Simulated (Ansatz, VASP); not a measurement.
## LiMg6Mo: VASP beside Ansatz

```
Mo Mg Li
1.0
     4.33937    0.00000    0.00000
     0.00000    4.25514    4.36871
     0.00000   -4.25514    4.36871
Mo Mg Li
1 6 1
Direct
  0.00000 0.12263 0.12263
  0.50000 0.35408 0.35408
  0.50000 0.89297 0.89297
  0.50000 0.36744 0.88049
  0.50000 0.88049 0.36744
  0.00000 0.12829 0.62259
  0.00000 0.62259 0.12829
  0.00000 0.63151 0.63151
```

Alike in both runs: task single point; functional r2SCAN; dispersion rVV10; k mesh 6 × 5 × 5; occupations methfessel-paxton of order 1, width 0.1 eV; no spin polarisation.

|  | VASP | Ansatz |
| --- | --- | --- |
| version | VASP 6.6.1 | Ansatz 0.2.0 |
| potentials or method | VASP PAW PBE potentials, release 64 (Mo_sv, Mg, Li_sv) | Ansatz PAW |
| plane-wave cutoff (eV) | 520 | 500 |
| valence electrons in the cell | 29 | 77 |

|  | VASP | Ansatz | Ansatz less VASP |
| --- | --- | --- | --- |
| gap on the k mesh at the Fermi level (eV) | none | none | - |
| rms of the force components (eV/Å) | 0.029 | 0.022 | -0.0075 |

VASP's potentials were made for PBE, not for r2SCAN. Atom by atom the forces differ by 0.010 eV/Å (rms over components). A gap of «none» marks a metal or a gap that the smearing closes. VASP's potentials hold 29 valence electrons a cell and Ansatz's 77, so a difference there can come from the potentials and not from the codes.

Noted on VASP's run: the cutoff is under 1.25 times that of the potentials, so the pressure is a little rough.
